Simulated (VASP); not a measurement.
# ErB2Rh2 (I4/mmm) in VASP: single point with r2SCAN+U

Aim: the single point of ErB2Rh2 with r2SCAN+U.

Program: VASP 6.6.1. These are calculated values, not measurements. Logs are shortened: lines on timing, memory, paths and dates and some standing lists are left out, and cuts for length are marked.

## Step 1: The cell of the first run

The structure is tetragonal, space group I4/mmm (No. 139). The conventional cell has a = 3.798 Å, b = 3.798 Å, c = 9.123 Å, α = 90.00°, β = 90.00°, γ = 90.00°. B (site symmetry 4mm) has 4 Rh at 2.18 Å and 1 B at 2.43 Å and 4 Er at 2.95 Å within 3.0 Å. Er (site symmetry 4/mmm) has 10 B at 2.95 to 3.35 Å and 8 Rh at 2.97 Å and 4 Er at 3.80 Å within 3.9 Å. Rh (site symmetry -4m2) has 4 B at 2.18 Å and 4 Rh at 2.69 Å and 4 Er at 2.97 Å within 3.0 Å.

## Step 2: Single point, r2SCAN+U, collinear spin, ferromagnetic start

Contents of POSCAR:

```
ErB2Rh2
1.0
    0.0000103917      3.7976968913      0.0000002038
    3.7976968913      0.0000103917      0.0000002038
    1.8988538863      1.8988538863     -4.5613160257
B Er Rh
2 1 2
Direct
    0.3668814146      0.3668814146      0.2662371708
    0.6331185854      0.6331185854      0.7337628292
    0.0000000000      0.0000000000      0.0000000000
    0.7500000000      0.2500000000      0.5000000000
    0.2500000000      0.7500000000      0.5000000000
```

Contents of INCAR.step1:

```
SYSTEM = ErB2Rh2
ALGO     = Normal         ! electronic algorithm
EDIFF    = 1E-4           ! SCF threshold, eV
ENCUT    = 520            ! plane-wave cutoff, eV
GGA      = PE             ! functional
ISMEAR   = -1             ! smearing method
ISPIN    = 2              ! spin polarisation
LASPH    = .True.         ! aspherical terms in the spheres
LCHARG   = .False.        ! write CHGCAR
LDAU     = .True.         ! DFT+U
LDAUJ    = 0 0 0        
LDAUL    = -1 3 -1        ! shell
LDAUTYPE = 2            
LDAUU    = 0 3.35 0       ! U, eV
LMAXMIX  = 6              ! l up to which the mixer works
LREAL    = .False.        ! projectors in reciprocal space
LWAVE    = .True.         ! write WAVECAR
MAGMOM   = 0 0 3 0 0      ! initial moments
NBANDS   = 41             ! bands
NELM     = 150            ! most SCF steps
PREC     = Accurate       ! precision mode
SIGMA    = 0.0326         ! smearing width, eV
```

Contents of INCAR.step2:

```
SYSTEM = ErB2Rh2
ALGO     = Normal         ! electronic algorithm
EDIFF    = 1E-6           ! SCF threshold, eV
ENCUT    = 520            ! plane-wave cutoff, eV
ISIF     = 2              ! what is computed and relaxed
ISMEAR   = -1             ! smearing method
ISPIN    = 2              ! spin polarisation
ISTART   = 1            
LASPH    = .True.         ! aspherical terms in the spheres
LCHARG   = .False.        ! write CHGCAR
LDAU     = .True.         ! DFT+U
LDAUJ    = 0 0 0        
LDAUL    = -1 3 -1        ! shell
LDAUPRINT= 1            
LDAUTYPE = 2            
LDAUU    = 0 3.35 0       ! U, eV
LMAXMIX  = 6              ! l up to which the mixer works
LMIXTAU  = .True.       
LORBIT   = 11             ! projections on sites
LREAL    = .False.        ! projectors in reciprocal space
LWAVE    = .False.        ! write WAVECAR
MAGMOM   = 0 0 3 0 0      ! initial moments
METAGGA  = R2SCAN         ! meta-GGA
NBANDS   = 41             ! bands
NELM     = 150            ! most SCF steps
PREC     = Accurate       ! precision mode
SIGMA    = 0.0326         ! smearing width, eV
```

Contents of KPOINTS:

```
k-points
0
Gamma
  5 5 5
  0 0 0
```

Potentials or basis: VASP PAW PBE potentials, release 64 (B, Er, Rh_pv).

Launch:

```bash
$ cat potpaw_PBE.64/B/POTCAR potpaw_PBE.64/Er/POTCAR potpaw_PBE.64/Rh_pv/POTCAR > POTCAR
$ cp INCAR.step1 INCAR
$ mpirun -np 1 vasp_std > vasp.out
$ cp INCAR.step2 INCAR
$ mpirun -np 1 vasp_std > vasp.out
```

OUTCAR:

```text
SYSTEM = ErB2Rh2
   EDIFF = 1E-6
   ENCUT = 520
   ISIF = 2
   ISMEAR = -1
   ISPIN = 2
   ISTART = 1
   LASPH = .True.
   LORBIT = 11
   LREAL = .False.
   METAGGA = R2SCAN
   NELM = 150
   PREC = Accurate

 ion  position               nearest neighbor table
   1  0.367  0.367  0.266-   5 2.18   4 2.18   4 2.18   5 2.18   3 2.95   3 2.95   3 2.95   3 2.95

   2  0.633  0.633  0.734-   5 2.18   4 2.18   4 2.18   5 2.18   3 2.95   3 2.95   3 2.95   3 2.95

   3  0.000  0.000  0.000-   2 2.95   2 2.95   1 2.95   1 2.95   2 2.95   1 2.95   2 2.95   1 2.95
                             4 2.97   5 2.97   5 2.97   4 2.97   5 2.97   4 2.97   5 2.97   4 2.97
   4  0.750  0.250  0.500-   1 2.18   2 2.18   2 2.18   1 2.18   5 2.69   5 2.69   5 2.69   5 2.69
                             3 2.97   3 2.97   3 2.97   3 2.97
   5  0.250  0.750  0.500-   1 2.18   2 2.18   2 2.18   1 2.18   4 2.69   4 2.69   4 2.69   4 2.69
                             3 2.97   3 2.97   3 2.97   3 2.97

  LATTYP: Found a body centered tetragonal cell.
 ALAT       =     3.7976968913
 C/A-ratio  =     2.4021486496

  Lattice vectors:

 A1 = (  -1.8988434946,   1.8988430050,   4.5613162295)
 A2 = (   1.8988430050,  -1.8988434946,   4.5613162295)
 A3 = (   1.8988538863,   1.8988538863,  -4.5613160257)

Analysis of symmetry for initial positions (statically):
=====================================================================
 Subroutine PRICEL returns:
 Original cell was already a primitive cell.

 Routine SETGRP: Setting up the symmetry group for a
 body centered tetragonal supercell.

 Subroutine GETGRP returns: Found 16 space group operations
 (whereof 16 operations were pure point group operations)
 out of a pool of 16 trial point group operations.

The static configuration has the point symmetry D_4h.

Analysis of symmetry for dynamics (positions and initial velocities):
=====================================================================
 Subroutine PRICEL returns:
 Original cell was already a primitive cell.

 Routine SETGRP: Setting up the symmetry group for a
 body centered tetragonal supercell.

[... 196 lines left out ...]
  o =  0.9964  v =  0.3769 -0.0000  0.5983  0.0000  0.5983 -0.0000 -0.3769  0.0000  0.0000  0.0000  0.0000  0.0000  0.0000  0.0000      0.0000  0.0000  0.0000  0.0000  0.0000  0.0000  0.0000  0.0000  0.0000  0.0000  0.0000  0.0000  0.0000  0.0000
  o =  0.9971  v =  0.0000 -1.0000 -0.0000  0.0074 -0.0000 -0.0000 -0.0000  0.0000  0.0000  0.0000  0.0000  0.0000  0.0000  0.0000      0.0000  0.0000  0.0000  0.0000  0.0000  0.0000  0.0000  0.0000  0.0000  0.0000  0.0000  0.0000  0.0000  0.0000

 number of electron      57.9999984 magnetization       3.1803208

 Free energy of the ion-electron system (eV)
  ---------------------------------------------------
  ext. energy  EPLUGINS =         0.00000000
  ---------------------------------------------------
  free energy    TOTEN  =      -102.79114043 eV

  energy without entropy =     -102.78426194  energy(sigma->0) =     -102.78770118

 E-fermi :   7.8877     XC(G=0): -13.6241

 val. band max:        7.8763760763   @ k =   0.4000   0.4000  -0.0000
 cond. band min:       7.9245088370   @ k =  -0.4000   0.4000   0.0000
 fundamental gap:      0.0481327607
 Fermi energy:         7.8877349605

 spin component 1

 k-point     1 :       0.0000    0.0000    0.0000
  band No.  band energies     occupation
      1     -44.9379      1.00000
      2     -40.7347      1.00000
      3     -40.7346      1.00000
      4     -40.4238      1.00000
      5     -40.3403      1.00000
      6     -40.3402      1.00000
[... 781 lines left out ...]
     40      13.7594      0.00000
     41      15.4100      0.00000
 Fermi energy:         7.8877349605

 spin component 2

 k-point     1 :       0.0000    0.0000    0.0000
  band No.  band energies     occupation
      1     -43.2196      1.00000
      2     -40.7165      1.00000
      3     -40.7164      1.00000
      4     -40.4216      1.00000
      5     -40.3216      1.00000
      6     -40.3216      1.00000
[... 781 lines left out ...]
     40      13.8760      0.00000
     41      15.5913      0.00000

------------------------ aborting loop because EDIFF is reached ----------------------------------------

  FORCE on cell =-STRESS in cart. coord.  units (eV):
  Direction    XX          YY          ZZ          XY          YZ          ZX
  --------------------------------------------------------------------------------------
  -------------------------------------------------------------------------------------
  Total        0.2105854      0.2105854      0.0974562      0.0000012      0.0000000      0.0000000
  in kB        5.1287094      5.1287094      2.3735013      0.0000281      0.0000001      0.0000001
  external PRESSURE =       4.2103067 kB  Pullay stress =       0.0000000 kB

 VOLUME and BASIS-vectors are now :
 -----------------------------------------------------------------------------
  energy-cutoff  :      520.00
  volume of cell :       65.79
      direct lattice vectors                 reciprocal lattice vectors
     0.000010392  3.797696891  0.000000204    -0.000000726  0.263317481  0.109617496
     3.797696891  0.000010392  0.000000204     0.263317481 -0.000000726  0.109617496
     1.898853886  1.898853886 -4.561316026     0.000000012  0.000000012 -0.219234964

 POSITION                                       TOTAL-FORCE (eV/Angst)
 -----------------------------------------------------------------------------------
      1.89885      1.89885     -1.21439        -0.000000     -0.000000      0.017941
      3.79771      3.79771     -3.34692         0.000000      0.000000     -0.017941
      0.00000      0.00000      0.00000        -0.000000      0.000000     -0.000000
      1.89886      3.79770     -2.28066        -0.000000     -0.000000      0.000000
      3.79770      1.89886     -2.28066         0.000000      0.000000     -0.000000
 -----------------------------------------------------------------------------------
    total drift:                               -0.000000      0.000000      0.000000

  FREE ENERGIE OF THE ION-ELECTRON SYSTEM (eV)
  ---------------------------------------------------
  free  energy   TOTEN  =      -102.7911404273 eV

  energy  without entropy=     -102.7842619388  energy(sigma->0) =     -102.78770118

 total charge

# of ion       s       p       d       f       tot
--------------------------------------------------
    1        0.706   0.992   0.000   0.000   1.697
    2        0.706   0.992   0.000   0.000   1.697
    3        2.087   5.794   0.527  10.957  19.365
    4        0.455   6.411   7.247   0.000  14.112
    5        0.455   6.411   7.247   0.000  14.112
--------------------------------------------------
tot          4.408  20.599  15.021  10.957  50.985

 magnetization (x)

# of ion       s       p       d       f       tot
--------------------------------------------------
    1       -0.002   0.003   0.000   0.000   0.001
    2       -0.002   0.003   0.000   0.000   0.001
    3        0.002  -0.026   0.044   2.973   2.994
    4       -0.001   0.006   0.010   0.000   0.016
    5       -0.001   0.006   0.010   0.000   0.016
--------------------------------------------------
tot         -0.003  -0.008   0.065   2.973   3.027
```

OSZICAR.step1:

```text
N       E                     dE             d eps       ncg     rms          rms(c)
DAV:   1     0.544603471669E+03    0.54460E+03   -0.27636E+04  5112   0.751E+03
[... 35 lines left out ...]
DAV:  37    -0.355380094390E+02    0.28241E-03   -0.86115E-04  4195   0.318E-01    0.274E+00
DAV:  38    -0.355372173530E+02    0.79209E-03   -0.27264E-04  2970   0.137E+00    0.284E+00
DAV:  39    -0.355369373664E+02    0.27999E-03   -0.20477E-04  2281   0.103E+00    0.309E+00
DAV:  40    -0.355361653945E+02    0.77197E-03   -0.19155E-03  4589   0.298E+00    0.342E+00
DAV:  41    -0.355374606325E+02   -0.12952E-02   -0.11376E-03  4628   0.234E+00    0.421E+00
DAV:  42    -0.355387744494E+02   -0.13138E-02   -0.65666E-04  3813   0.156E+00    0.330E+00
DAV:  43    -0.355388086370E+02   -0.34188E-04   -0.23989E-04  2341   0.540E-01
   1 F= -.35538809E+02 E0= -.35533578E+02  d E =-.104609E-01  mag=     3.0050
```

Wall time 11 min (1 thread of Intel Xeon Platinum 8259CL at 2.50GHz (Skylake/Cascade Lake), shared host); peak memory 0.27 GiB.

What came out:

| Quantity | Value |
| --- | --- |
| Free energy | -102.7911 eV |
| Pressure | 0.4 GPa |
| Largest force | 0.018 eV/Å |
| Net moment | 3.18 μB per cell |
| Site moments | B +0.00; Er +2.99; Rh +0.02 μB |
| Valence electrons inside the program's atomic spheres | B 1.70; Er 19.36; Rh 14.11 |

Forces in eV/Å, atoms in the order of the input:
```
B    0.000  0.000  0.018
B    0.000  0.000 -0.018
Er   0.000  0.000  0.000
Rh   0.000  0.000  0.000
Rh   0.000  0.000  0.000
```

Stress tensor (GPa, compression positive):
```
0.51 0.00 0.00
0.00 0.51 0.00
0.00 0.00 0.24
```

Levels at points of the mesh, in eV from the Fermi level:
Spin up:
| k point | band 26 | band 27 | band 28 | band 29 | band 30 | band 31 | band 32 | band 33 | band 34 | band 35 |
| --- | --- | --- | --- | --- | --- | --- | --- | --- | --- | --- |
| (0.00, 0.00, 0.00) | -2.26 | -1.89 | -0.87 | -0.68 | -0.68 | -0.56 | 0.11 | 0.78 | 4.14 | 4.14 |
Spin down:
```
           k point  band 23  band 24  band 25  band 26  band 27  band 28  band 29  band 30  band 31  band 32
(0.00, 0.00, 0.00)    -2.11    -1.88    -0.84    -0.52    -0.52    -0.52     0.51     0.78     1.39     1.47
```

Eigenvalues of the final occupation matrices:
```csv
site,spin,trace,eigenvalues
site 3 f,1,6.97,0.99 0.99 0.99 1.00 1.00 1.00 1.00
site 3 f,2,3.99,0.01 0.01 0.01 0.99 0.99 0.99 0.99
```

Caveat: the magnetic or orbital state may not be the lowest; the PAW data sets were made with another functional, which shifts forces and pressure a little; spin-orbit coupling is left out, which moves the levels of the heavy elements.
